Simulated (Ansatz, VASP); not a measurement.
# One calculation of CaO, two programs

The input INCAR:

```
ALGO     = Normal         # electronic algorithm
EDIFF    = 1E-7           # SCF threshold, eV
ENCUT    = 520            # plane-wave cutoff, eV
ISIF     = 2              # what is computed and relaxed
ISMEAR   = 0              # smearing method
LASPH    = True           # aspherical terms in the spheres
LCHARG   = False          # write CHGCAR
LREAL    = False          # projectors in reciprocal space
LWAVE    = False          # write WAVECAR
NBANDS   = 15             # bands
NELM     = 60             # most SCF steps
PREC     = Accurate       # precision mode
SIGMA    = 0.01           # smearing width, eV
```

Contents of KPOINTS:

```
k-points
0
Gamma
  10 10 10
```

Contents of POSCAR:

```
CaO
1.0
    0.0000000000      2.3975501144      2.3975501144
    2.3975501144      0.0000000000      2.3975501144
    2.3975501144      2.3975501144      0.0000000000
Ca O
1 1
Direct
    0.0000000000      0.0000000000      0.0000000000
    0.5000000000      0.5000000000      0.5000000000
```

Input for Ansatz:

```yaml
crystal:
  lattice:
    - [0.0, 2.3975501144, 2.3975501144]
    - [2.3975501144, 0.0, 2.3975501144]
    - [2.3975501144, 2.3975501144, 0.0]
  atoms:
    - { symbol: Ca, position: [0.0, 0.0, 0.0] }
    - { symbol: O, position: [0.5, 0.5, 0.5] }
kpoints:
  mp_grid: { grid: [10, 10, 10] }
  band_path:
    path:
      - [0.0, 0.0, 0.0]
      - [0.5, 0.0, 0.5]
      - [0.625, 0.25, 0.625]
      - [0.375, 0.375, 0.75]
      - [0.5, 0.5, 0.5]
      - [0.5, 0.25, 0.75]
      - [0.0, 0.5, 0.5]
    npoints: 1
hamiltonian:
  xc: lda
scf:
  occupations: { method: fixed }
  n_extra_bands: 4
output:
  forces: true
  stress: true
  eigenvalues: true
```

Alike in both runs: task single point; functional LDA; k mesh 10 × 10 × 10; no spin polarisation.

|  | VASP | Ansatz |
| --- | --- | --- |
| version | VASP 6.6.1 | Ansatz 0.2.0 |
| potentials or method | VASP PAW LDA potentials, release 64 (Ca_sv, O) | plane waves, PAW |
| plane-wave cutoff (eV) | 520 | 420 |
| occupations | gaussian, width 0.01 eV | fixed |
| valence electrons in the cell | 16 | 16 |

Ansatz gave:

```
gap on the k mesh at the Fermi level (eV) : 3.48
pressure (GPa)                            : -6.3
```

**Question.** Estimate VASP's values.

**Answer.** gap on the k mesh at the Fermi level (eV): 3.46; pressure (GPa): -5.5.

LDA's correlation is that of Perdew and Zunger in VASP and of Perdew and Wang (1992) in Ansatz.
